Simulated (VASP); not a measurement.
A run of VASP 6.6.1 is set up as follows.

Contents of INCAR:

```
ALGO = Normal
EDIFF = 1E-6
ENCUT = 520
GGA = PS
ISIF = 2
ISMEAR = 0
LASPH = T
LCHARG = T
LELF = T
LREAL = F
LVHAR = T
LWAVE = F
NBANDS = 33
NELM = 80
PREC = Accurate
SIGMA = 0.05
```

KPOINTS

```
k-points
0
Gamma
  6 6 10
```

The input POSCAR:

```
TiO2
1.0
    4.5912476203      0.0000000000      0.0000000000
    0.0000000000      4.5912476203      0.0000000000
    0.0000000000      0.0000000000      2.9389940195
Ti O
2 4
Direct
    0.0000000000      0.0000000000     -0.0850631197
    0.5000000000      0.5000000000      0.4149368803
    0.3044387440      0.3044387440      0.0000000000
    0.1955612560      0.8044387440      0.5000000000
    0.6955612560      0.6955612560      0.0000000000
    0.8044387440      0.1955612560      0.5000000000
```

Potentials or basis: VASP PAW PBE potentials, release 64 (Ti_sv, O).

Run with:

```console
$ cat potpaw_PBE.64/Ti_sv/POTCAR potpaw_PBE.64/O/POTCAR > POTCAR
$ mpirun -np 1 vasp_std > vasp.out
```

Task: Predict the largest force.

Result: 1.695 eV/Å.

Task: Predict the pressure.

Result: 10.2 GPa.

Forces in eV/Å, atoms in the order of the input:
```
Ti   0.000  0.000  1.695
Ti   0.000  0.000  1.695
O   -0.678 -0.678 -0.847
O    0.678 -0.678 -0.847
O    0.678  0.678 -0.847
O   -0.678  0.678 -0.847
```

Caveat: the cell differs from its parent crystal (all Ti atoms moved -0.250 Å, as atom 1 along Cartesian [0 0 1]); the PAW data sets were made with another functional, which shifts forces and pressure a little.
